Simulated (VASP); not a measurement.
# KTaO3 (P4/mmm) in VASP: further runs

The runs below take KTaO3 through single point, with PBE, r2SCAN.

Program: VASP 6.6.1. These are calculated values, not measurements. Logs are shortened: lines on timing, memory, paths and dates and some standing lists are left out, and cuts for length are marked.

### 1 The cell of the first run

The structure is tetragonal, space group P4/mmm (No. 123). The conventional cell has a = 3.990 Å, b = 3.990 Å, c = 3.831 Å, α = 90.00°, β = 90.00°, γ = 90.00°. K (site symmetry 4/mmm) has 12 O at 2.77 to 2.82 Å and 8 Ta at 3.41 Å within 3.6 Å. Within 2.5 Å of Ta (site symmetry 4/mmm) lie 6 O at 1.92 to 2.00 Å. O (site symmetry 4/mmm) has 2 Ta at 1.92 Å within 2.5 Å. Within 2.6 Å of O (site symmetry mmm) lie 2 Ta at 2.00 Å.

### 2 Single point, PBE (uniaxial z strain -4.0%)

Contents of INCAR:

```
  PREC = Accurate
  ENCUT = 700
  EDIFF = 1E-6
  ISMEAR = -1
  SIGMA = 0.02
  LREAL = False
  LASPH = True
  NELM = 120
  ALGO = Normal
  ISIF = 2
  LWAVE = False
  LCHARG = False
  GGA = PE
  NBANDS = 28
  GGA_COMPAT = False
```

Contents of KPOINTS:

```
regular mesh
0
Gamma
  6 6 6
```

Contents of POSCAR:

```
KTaO3
1.0
    3.9901311030      0.0000000000      0.0000000000
    0.0000000000      3.9901311030      0.0000000000
    0.0000000000      0.0000000000      3.8305258589
K Ta O
1 1 3
Direct
    0.0000000000      0.0000000000      0.0000000000
    0.5000000000      0.5000000000      0.5000000000
    0.5000000000      0.5000000000      0.0000000000
    0.5000000000      0.0000000000      0.5000000000
    0.0000000000      0.5000000000      0.5000000000
```

Potentials or basis: VASP PAW PBE potentials, release 64 (K_sv, Ta_sv_GW, O).

On the command line:

```
$ cat potpaw_PBE.64/K_sv/POTCAR potpaw_PBE.64/Ta_sv_GW/POTCAR potpaw_PBE.64/O/POTCAR > POTCAR
$ mpirun -np 1 vasp_std > vasp.out
```

OUTCAR:

```text
PREC = Accurate
   ENCUT = 700
   EDIFF = 1E-6
   ISMEAR = -1
   LREAL = False
   LASPH = True
   NELM = 120
   ISIF = 2
   GGA = PE

 ion  position               nearest neighbor table
   1  0.000  0.000  0.000-   4 2.77   5 2.77   4 2.77   5 2.77   5 2.77   5 2.77   4 2.77   4 2.77
                             3 2.82   3 2.82   3 2.82   3 2.82   2 3.41   2 3.41   2 3.41   2 3.41
   2  0.500  0.500  0.500-   3 1.92   3 1.92   5 2.00   4 2.00   4 2.00   5 2.00   1 3.41   1 3.41
                             1 3.41   1 3.41   1 3.41   1 3.41   1 3.41   1 3.41
   3  0.500  0.500  0.000-   2 1.92   2 1.92   1 2.82   1 2.82   1 2.82   1 2.82
   4  0.500  0.000  0.500-   2 2.00   2 2.00   1 2.77   1 2.77   1 2.77   1 2.77
   5  0.000  0.500  0.500-   2 2.00   2 2.00   1 2.77   1 2.77   1 2.77   1 2.77

  LATTYP: Found a simple tetragonal cell.
 ALAT       =     3.9901311030
 C/A-ratio  =     0.9600000000

  Lattice vectors:

 A1 = (   3.9901311030,   0.0000000000,   0.0000000000)
 A2 = (   0.0000000000,   3.9901311030,   0.0000000000)
 A3 = (   0.0000000000,   0.0000000000,   3.8305258589)

Analysis of symmetry for initial positions (statically):
=====================================================================
 Subroutine PRICEL returns:
 Original cell was already a primitive cell.

 Routine SETGRP: Setting up the symmetry group for a
 simple tetragonal supercell.

 Subroutine GETGRP returns: Found 16 space group operations
 (whereof 16 operations were pure point group operations)
 out of a pool of 16 trial point group operations.

The static configuration has the point symmetry D_4h.

Analysis of symmetry for dynamics (positions and initial velocities):
=====================================================================
 Subroutine PRICEL returns:
 Original cell was already a primitive cell.

 Routine SETGRP: Setting up the symmetry group for a
 simple tetragonal supercell.

 Subroutine GETGRP returns: Found 16 space group operations
 (whereof 16 operations were pure point group operations)
 out of a pool of 16 trial point group operations.

The dynamic configuration has the point symmetry D_4h.

 Subroutine INISYM returns: Found 16 space group operations
 (whereof 16 operations are pure point group operations),
 and found     1 'primitive' translations

----------------------------------------------------------------------------------------

                                     Primitive cell

  volume of cell :      60.9864

  direct lattice vectors                    reciprocal lattice vectors
     3.990131103  0.000000000  0.000000000     0.250618332  0.000000000  0.000000000
     0.000000000  3.990131103  0.000000000     0.000000000  0.250618332  0.000000000
     0.000000000  0.000000000  3.830525859     0.000000000  0.000000000  0.261060762

  length of vectors
     3.990131103  3.990131103  3.830525859     0.250618332  0.250618332  0.261060762

  position of ions in fractional coordinates (direct lattice)
     0.000000000  0.000000000  0.000000000
     0.500000000  0.500000000  0.500000000
     0.500000000  0.500000000  0.000000000
     0.500000000  0.000000000  0.500000000
     0.000000000  0.500000000  0.500000000

  ion indices of the primitive-cell ions
   primitive index   ion index
                 1           1
                 2           2
                 3           3
                 4           4
                 5           5

----------------------------------------------------------------------------------------

 KPOINTS: regular mesh

Automatic generation of k-mesh.
 Grid dimensions read from file:
 generate k-points for:    6    6    6

 Generating k-lattice:

  Cartesian coordinates                     Fractional coordinates (reciprocal lattice)
     0.041769722  0.000000000  0.000000000     0.166666667  0.000000000  0.000000000
     0.000000000  0.041769722  0.000000000     0.000000000  0.166666667  0.000000000
     0.000000000  0.000000000  0.043510127     0.000000000  0.000000000  0.166666667

  Length of vectors
     0.041769722  0.041769722  0.043510127

  Shift w.r.t. Gamma in fractional coordinates (k-lattice)
     0.000000000  0.000000000  0.000000000

 Subroutine IBZKPT returns following result:
 ===========================================

 Found     40 irreducible k-points:

 Following reciprocal coordinates:
            Coordinates               Weight
  0.000000  0.000000  0.000000      1.000000
  0.166667  0.000000  0.000000      4.000000
  0.333333  0.000000  0.000000      4.000000
  0.500000  0.000000  0.000000      2.000000
  0.166667  0.166667  0.000000      4.000000
  0.333333  0.166667  0.000000      8.000000
[... 16 lines left out ...]
  0.333333  0.000000  0.333333      8.000000
  0.500000  0.000000  0.333333      4.000000
 [... further k-points ...]
   k-points           NKPTS =     40   k-points in BZ     NKDIM =     40   number of bands    NBANDS=     28
   number of dos      NEDOS =    301   number of ions     NIONS =      5
   total plane-waves  NPLWV =  46656
   dimension x,y,z NGX =    36 NGY =   36 NGZ =   36
   dimension x,y,z NGXF=    72 NGYF=   72 NGZF=   72
   ions per type =               1   1   3
   NGX,Y,Z   is equivalent  to a cutoff of  15.00, 15.00, 15.62 a.u.
   NGXF,Y,Z  is equivalent  to a cutoff of  30.00, 30.00, 31.25 a.u.
 SYSTEM =  unknown system
   PREC   = accura    normal or accurate (medium, high low for compatibility)
   ISTART =      0    job   : 0-new  1-cont  2-samecut
   ICHARG =      2    charge: 1-file 2-atom 10-const
   ISPIN  =      1    spin polarized calculation?
   LNONCOLLINEAR =      F non collinear calculations
   LSORBIT =      F    spin-orbit coupling
   LASPH  =      T    aspherical Exc in radial PAW
   ENCUT  =  700.0 eV  51.45 Ry    7.17 a.u.   8.61  8.61  8.26*2*pi/ulx,y,z
   NELM   =    120;   NELMIN=  2; NELMDL= -5     # of ELM steps
   EDIFF  = 0.1E-05   stopping-criterion for ELM
   LREAL  =      F    real-space projection
   EDIFFG = 0.1E-04   stopping-criterion for IOM
   NSW    =      0    number of steps for IOM
   IBRION =     -1    ionic relax: 0-MD 1-quasi-New 2-CG
   NFREE  =      0    steps in history (QN), initial steepest desc. (CG)
   ISIF   =      2    stress and relaxation
   ISYM   =      2    0-nonsym 1-usesym 2-fastsym
   POTIM  = 0.5000    time-step for ionic-motion
   TEBEG  =    0.0;   TEEND  =   0.0 temperature during run
   PSTRESS=    0.0 pullay stress
   NELECT =      40.0000    total number of electrons
   NUPDOWN=      -1.0000    fix difference up-down
   EMIN   =  10.00;   EMAX   =-10.00  energy-range for DOS
   EFERMI =   0.00;   METHOD = LEGACY
   ISMEAR =    -1;   SIGMA  =   0.02  broadening in eV -4-tet -1-fermi 0-gaus
   EFERMI_NEDOS =   21; number of points for ismear=-14 and -15
   IALGO  =     38    algorithm
   IMIX   =      4    mixing-type and parameters
     AMIX     =   0.40;   BMIX     =  1.00
     AMIX_MAG =   1.60;   BMIX_MAG =  1.00
  volume/ion in A,a.u.               =      12.20        82.31
  Fermi-wavevector in a.u.,A,eV,Ry     =   1.422385  2.687918 27.527034  2.023180
  Thomas-Fermi vector in A             =   2.543095
   LORBIT       =      0    0 simple, 1 ext, 2 COOP (PROOUT), +10 PAW based schemes
   GGA     = PE    functional components
   LHFCALC =     F    Hartree Fock is set to
   AEXX    =    0.0000 exact exchange contribution
   IVDW    =     0    specifies the selected vdW correction
   LEPSILON=     F    determine dielectric tensor
   LRPA    =     F    only Hartree local field effects (RPA)
 non-spin polarized calculation
  energy-cutoff  :      700.00
  volume of cell :       60.99
 maximum number of plane-waves:      2592
 NGX is ok and might be reduce to    36
   NGX = 17   NGY = 17   NGZ = 17

 number of electron      39.9999998 magnetization

 Free energy of the ion-electron system (eV)
  ---------------------------------------------------
  ext. energy  EPLUGINS =         0.00000000
  ---------------------------------------------------
  free energy    TOTEN  =       -43.35849923 eV

  energy without entropy =      -43.35849923  energy(sigma->0) =      -43.35849923

 E-fermi :   4.0336     XC(G=0): -11.1972

 val. band max:        3.5752967489   @ k =   0.5000   0.5000   0.5000
 cond. band min:       5.7941582028   @ k =   0.0000   0.0000   0.0000
 fundamental gap:      2.2188614538
 Fermi energy:         4.0335523023

 k-point     1 :       0.0000    0.0000    0.0000
  band No.  band energies     occupation
      1     -63.8140      2.00000
      2     -30.3862      2.00000
      3     -30.2919      2.00000
      4     -30.2919      2.00000
      5     -23.7353      2.00000
      6     -14.2921      2.00000
[... 20 lines left out ...]
     27      11.5368      0.00000
     28      11.7345      0.00000

 k-point     2 :       0.1667    0.0000    0.0000
  band No.  band energies     occupation
      1     -63.8139      2.00000
      2     -30.3854      2.00000
      3     -30.3157      2.00000
      4     -30.2909      2.00000
      5     -23.7272      2.00000
      6     -14.2765      2.00000
[... 20 lines left out ...]
     27      11.9054      0.00000
     28      12.1640      0.00000

 k-point     3 :       0.3333    0.0000    0.0000
  band No.  band energies     occupation
      1     -63.8136      2.00000
      2     -30.3836      2.00000
      3     -30.3627      2.00000
      4     -30.2891      2.00000
      5     -23.7111      2.00000
      6     -14.2800      2.00000
[... 20 lines left out ...]
     27      12.7350      0.00000
     28      13.7933      0.00000

 k-point     4 :       0.5000    0.0000    0.0000
  band No.  band energies     occupation
      1     -63.8134      2.00000
      2     -30.3859      2.00000
      3     -30.3827      2.00000
      4     -30.2882      2.00000
      5     -23.7030      2.00000
      6     -14.2913      2.00000
[... 20 lines left out ...]
     27      13.0225      0.00000
     28      14.1501      0.00000

 k-point     5 :       0.1667    0.1667    0.0000
  band No.  band energies     occupation
      1     -63.8137      2.00000
      2     -30.3845      2.00000
      3     -30.3150      2.00000
      4     -30.3143      2.00000
      5     -23.7203      2.00000
      6     -14.2482      2.00000
[... 20 lines left out ...]
     27      12.1733      0.00000
     28      12.5308      0.00000

 k-point     6 :       0.3333    0.1667    0.0000
  band No.  band energies     occupation
      1     -63.8134      2.00000
      2     -30.3827      2.00000
      3     -30.3615      2.00000
      4     -30.3127      2.00000
      5     -23.7064      2.00000
      6     -14.2279      2.00000
[... 463 lines left out ...]
      5     -23.7042      2.00000
      6     -13.8486      2.00000
[... 20 lines left out ...]
     27      12.9655      0.00000
     28      14.1457      0.00000

 k-point    22 :       0.1667    0.0000    0.3333
  band No.  band energies     occupation
      1     -63.8130      2.00000
      2     -30.5030      2.00000
      3     -30.3105      2.00000
      4     -30.2861      2.00000
      5     -23.6997      2.00000
      6     -13.7177      2.00000
[... 20 lines left out ...]
     27      13.2336      0.00000
     28      14.3087      0.00000

 k-point    23 :       0.3333    0.0000    0.3333
  band No.  band energies     occupation
      1     -63.8127      2.00000
      2     -30.5006      2.00000
      3     -30.3569      2.00000
      4     -30.2843      2.00000
      5     -23.6907      2.00000
      6     -13.5742      2.00000
[... 20 lines left out ...]
     27      14.1353      0.00000
     28      14.6572      0.00000

 k-point    24 :       0.5000    0.0000    0.3333
  band No.  band energies     occupation
      1     -63.8125      2.00000
      2     -30.4994      2.00000
      3     -30.3798      2.00000
      4     -30.2835      2.00000
      5     -23.6862      2.00000
      6     -13.5403      2.00000
[... 20 lines left out ...]
     27      14.5437      0.00000
     28      15.1045      0.00000

 [... further k-points ...]
[... 5 lines left out ...]
  --------------------------------------------------------------------------------------
  -------------------------------------------------------------------------------------
  Total        3.4346011      3.4346011     10.8137697      0.0000000      0.0000000      0.0000000
  in kB       90.2306654     90.2306654    284.0893601      0.0000000      0.0000000      0.0000000
  external PRESSURE =     154.8502303 kB  Pullay stress =       0.0000000 kB

 VOLUME and BASIS-vectors are now :
 -----------------------------------------------------------------------------
  energy-cutoff  :      700.00
  volume of cell :       60.99
      direct lattice vectors                 reciprocal lattice vectors
     3.990131103  0.000000000  0.000000000     0.250618332  0.000000000  0.000000000
     0.000000000  3.990131103  0.000000000     0.000000000  0.250618332  0.000000000
     0.000000000  0.000000000  3.830525859     0.000000000  0.000000000  0.261060762

 POSITION                                       TOTAL-FORCE (eV/Angst)
 -----------------------------------------------------------------------------------
      0.00000      0.00000      0.00000         0.000000      0.000000      0.000000
      1.99507      1.99507      1.91526         0.000000      0.000000      0.000000
      1.99507      1.99507      0.00000         0.000000      0.000000      0.000000
      1.99507      0.00000      1.91526         0.000000      0.000000      0.000000
      0.00000      1.99507      1.91526         0.000000      0.000000      0.000000
 -----------------------------------------------------------------------------------
    total drift:                                0.000000      0.000000      0.000000

  FREE ENERGIE OF THE ION-ELECTRON SYSTEM (eV)
  ---------------------------------------------------
  free  energy   TOTEN  =       -43.3584992277 eV

  energy  without entropy=      -43.3584992277  energy(sigma->0) =      -43.35849923
```

It took 1.7 min on 1 thread of AMD EPYC 9R45 (Zen 5), shared host; peak memory 0.25 GiB.

Results:

```
Free energy            : -43.3585 eV
Pressure               : 15.5 GPa
Band gap on the k mesh : 2.22 eV (least direct gap 2.80 eV)
```

Caveat: the cell differs from its parent crystal (uniaxial z strain -4.0%); the stress differs along the axes, from 9 to 28 GPa; spin-orbit coupling is left out, which moves the levels of the heavy elements.

### 3 Single point, r2SCAN, non-collinear spin, zero start, spin-orbit coupling (uniaxial z strain -2.0%)

Changes to POSCAR since step 2:

```diff
@@ -4,3 +4,3 @@
     0.0000000000      3.9901311030      0.0000000000
-    0.0000000000      0.0000000000      3.8305258589
+    0.0000000000      0.0000000000      3.9103284809
 K Ta O
```

Contents of INCAR.step1:

```
PREC     = Accurate       # precision mode
ENCUT    = 520            # plane-wave cutoff, eV
ISMEAR   = 0              # smearing method
SIGMA    = 0.01           # smearing width, eV
LREAL    = False          # projectors in reciprocal space
LASPH    = True           # aspherical terms in the spheres
NELM     = 150            # most SCF steps
MAGMOM   = 0 0 0 0 0 0 0 0 0 0 0 0 0 0 0 # initial moments
LSORBIT  = True           # spin-orbit coupling
GGA_COMPAT= False        
LMAXMIX  = 4              # l up to which the mixer works
NBANDS   = 53             # bands
GGA      = PE             # functional
ALGO     = Normal         # electronic algorithm
EDIFF    = 1E-4           # SCF threshold, eV
LWAVE    = True           # write WAVECAR
LCHARG   = False          # write CHGCAR
```

Contents of INCAR.step2:

```
PREC     = Accurate       # precision mode
ENCUT    = 520            # plane-wave cutoff, eV
EDIFF    = 1E-6           # SCF threshold, eV
ISMEAR   = 0              # smearing method
SIGMA    = 0.01           # smearing width, eV
LREAL    = False          # projectors in reciprocal space
LASPH    = True           # aspherical terms in the spheres
NELM     = 150            # most SCF steps
ALGO     = Normal         # electronic algorithm
ISIF     = 2              # what is computed and relaxed
LWAVE    = False          # write WAVECAR
LCHARG   = False          # write CHGCAR
MAGMOM   = 0 0 0 0 0 0 0 0 0 0 0 0 0 0 0 # initial moments
LORBIT   = 11             # projections on sites
LSORBIT  = True           # spin-orbit coupling
GGA_COMPAT= False        
LORBMOM  = True         
LMAXMIX  = 4              # l up to which the mixer works
METAGGA  = R2SCAN         # meta-GGA
LMIXTAU  = True         
NBANDS   = 53             # bands
ISTART   = 1
```

KPOINTS is that of step 2.

Potentials or basis: VASP PAW PBE potentials, release 64 (K_sv, Ta_pv, O).

On the command line:

```
$ cat potpaw_PBE.64/K_sv/POTCAR potpaw_PBE.64/Ta_pv/POTCAR potpaw_PBE.64/O/POTCAR > POTCAR
$ cp INCAR.step1 INCAR
$ mpirun -np 1 vasp_ncl > vasp.out
$ cp INCAR.step2 INCAR
$ mpirun -np 1 vasp_ncl > vasp.out
```

Wall time 9.9 min (1 thread of Intel Xeon 6975P-C (Granite Rapids), shared host); peak memory 0.45 GiB.

The run converged. Its results:

```
Free energy                                           : -87.6872 eV
Pressure                                              : 5.8 GPa
Net moment                                            : 0.00 μB per cell
Valence electrons inside the program's atomic spheres : K 7.72; Ta 8.79; O 5.14, 5.12 (each value once)
```

Stress tensor (GPa, compression positive):
```
 2.94  0.00  0.00
 0.00  2.94  0.00
 0.00  0.00 11.61
```

Moments on the atoms (μB; x, y, z):
```
K   0.00 0.00 0.00
Ta  0.00 0.00 0.00
O   0.00 0.00 0.00
O   0.00 0.00 0.00
O   0.00 0.00 0.00
```

Caveat: the cell differs from its parent crystal (uniaxial z strain -2.0%); the stress differs along the axes, from 3 to 12 GPa; the PAW data sets were made with another functional, which shifts forces and pressure a little.

### 4 Single point, PBE (uniaxial z strain -3.0%)

INCAR is that of step 2.

Contents of KPOINTS:

```
Automatic mesh
0
Gamma
  6 6 6
```

Changes to POSCAR since step 3:

```diff
@@ -4,3 +4,3 @@
     0.0000000000      3.9901311030      0.0000000000
-    0.0000000000      0.0000000000      3.9103284809
+    0.0000000000      0.0000000000      3.8704271699
 K Ta O
```

Potentials or basis: VASP PAW PBE potentials, release 64 (K_sv, Ta_sv_GW, O).

On the command line:

```
$ cat potpaw_PBE.64/K_sv/POTCAR potpaw_PBE.64/Ta_sv_GW/POTCAR potpaw_PBE.64/O/POTCAR > POTCAR
$ mpirun -np 1 vasp_std > vasp.out
```

Run time: 1.8 min. Hardware: 1 thread of Intel Xeon Platinum 8259CL at 2.50GHz (Skylake/Cascade Lake), shared host; peak memory 0.28 GiB.

The run converged. Its results:

```yaml
Free_energy: -43.4591 eV
Pressure: 12.6 GPa
Band_gap_on_the_k_mesh: 2.22 eV (least direct gap 2.81 eV)
```

Stress tensor (GPa, compression positive):
```
 8.00  0.00  0.00
 0.00  8.00  0.00
 0.00  0.00 21.69
```

Levels at points of the mesh, in eV from the valence-band top:
| k point | band 18 | band 19 | band 20 | band 21 | band 22 | band 23 |
| --- | --- | --- | --- | --- | --- | --- |
| (0.00, 0.00, 0.00) | -0.63 | -0.63 | -0.60 | 2.22 | 2.26 | 2.26 |
| (0.50, 0.00, 0.00) | -1.61 | -0.91 | -0.83 | 2.42 | 5.08 | 5.09 |
| (0.50, 0.50, 0.00) | -1.70 | -1.58 | -0.05 | 5.12 | 5.12 | 6.41 |
| (0.00, 0.00, 0.50) | -1.56 | -0.83 | -0.83 | 2.42 | 5.50 | 5.50 |
| (0.50, 0.00, 0.50) | -1.39 | -1.37 | -0.09 | 5.14 | 5.53 | 6.72 |
| (0.50, 0.50, 0.50) | -0.04 | -0.04 | 0.00 | 6.57 | 6.87 | 6.87 |

Caveat: the cell differs from its parent crystal (uniaxial z strain -3.0%); the stress differs along the axes, from 8 to 22 GPa; spin-orbit coupling is left out, which moves the levels of the heavy elements. A k mesh can miss the band edges.

(Continued in part 2 of 2.)
